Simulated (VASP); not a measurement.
Write the native input for VASP 6.6.1 that does the following.

* Task: single point
* Functional: PBE
* Potentials or basis: VASP PAW PBE potentials, release 64 (Mo_sv)
* Cutoff: 520 eV
* k mesh: 22 × 22 × 22
* Occupations: gaussian, width 0.15 eV
* Spin: no spin polarisation
* Dipole correction: no
* Further INCAR settings: ALGO = Fast; EDIFF = 1e-07; NBANDS = 13

The structure of Mo lies in POSCAR:

```
Mo
1.0
   -1.5474350000      1.5474350000      1.5474350000
    1.5474350000     -1.5474350000      1.5474350000
    1.5474350000      1.5474350000     -1.5474350000
Mo
1
Direct
    0.0000000000      0.0000000000      0.0000000000
```

This cell differs from its parent crystal: strain -0.015 along x and y, -0.015 along z.

These files were run (other wordings do the same):

INCAR

```
PREC     = Accurate       # precision mode
ENCUT    = 520            # plane-wave cutoff, eV
EDIFF    = 1E-7           # SCF threshold, eV
ISMEAR   = 0              # smearing method
SIGMA    = 0.15           # smearing width, eV
LREAL    = F              # projectors in reciprocal space
LASPH    = T              # aspherical terms in the spheres
NELM     = 80             # most SCF steps
ALGO     = Fast           # electronic algorithm
ISIF     = 2              # what is computed and relaxed
LWAVE    = F              # write WAVECAR
LCHARG   = F              # write CHGCAR
GGA      = PE             # functional
NBANDS   = 13             # bands
```

KPOINTS

```
Automatic mesh
0
Gamma
  22 22 22
```

Potentials or basis: VASP PAW PBE potentials, release 64 (Mo_sv).

Run with:

```console
$ cat potpaw_PBE.64/Mo_sv/POTCAR > POTCAR
$ mpirun -np 1 vasp_std > vasp.out
```

Results of the run:

```json
{
  "Pressure": "19.3 GPa",
  "Band gap on the k mesh": "zero (bands 7 and 8 overlap by 5.76 eV)"
}
```

Caveat: the cell differs from its parent crystal (strain -0.015 along x and y, -0.015 along z); the cell stands under pressure.

It took 89 s on 1 thread of Intel Xeon 8259CL, with other jobs on the host, peak memory 0.17 GiB.
